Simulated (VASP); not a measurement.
**As: single point with PBE**

Crystal: As.

```
As
1.0
     1.90581    1.10032    3.59069
    -1.90581    1.10032    3.59069
     0.00000   -2.20064    3.59069
As
2
Direct
  0.77352 0.77352 0.77352
  0.22648 0.22648 0.22648
```

* Program: VASP 6.6.1
* Task: single point
* Functional: PBE
* Potentials or basis: VASP PAW PBE potentials, release 64 (As)
* Cutoff: 520 eV
* k mesh: 11 × 11 × 11
* Occupations: fermi-dirac, width 0.05 eV
* Spin: no spin polarisation
* Dipole correction: no
* Further INCAR settings: ALGO = Normal; EDIFF = 1e-06; NBANDS = 12

```json
{
 "Pressure": "0.3 GPa",
 "Largest force": "0.048 eV/Å",
 "Band gap on the k mesh": "zero (bands 5 and 6 overlap by 0.30 eV)"
}
```

Forces in eV/Å, atoms in the order of the input:
```
As   0.000  0.000 -0.048
As   0.000  0.000  0.048
```

Stress tensor (GPa, compression positive):
```
0.28 0.00 0.00
0.00 0.28 0.00
0.00 0.00 0.20
```

Levels at points of the mesh, in eV from the Fermi level:
```tsv
k point	band 3	band 4	band 5	band 6	band 7	band 8
(0.00, 0.00, 0.00)	-2.46	-1.94	-1.94	1.59	2.78	2.78
```

It took 18 s on 1 thread of Intel(R) Xeon(R) 6975P-C (Granite Rapids), with other jobs on the host, peak memory 0.21 GiB.
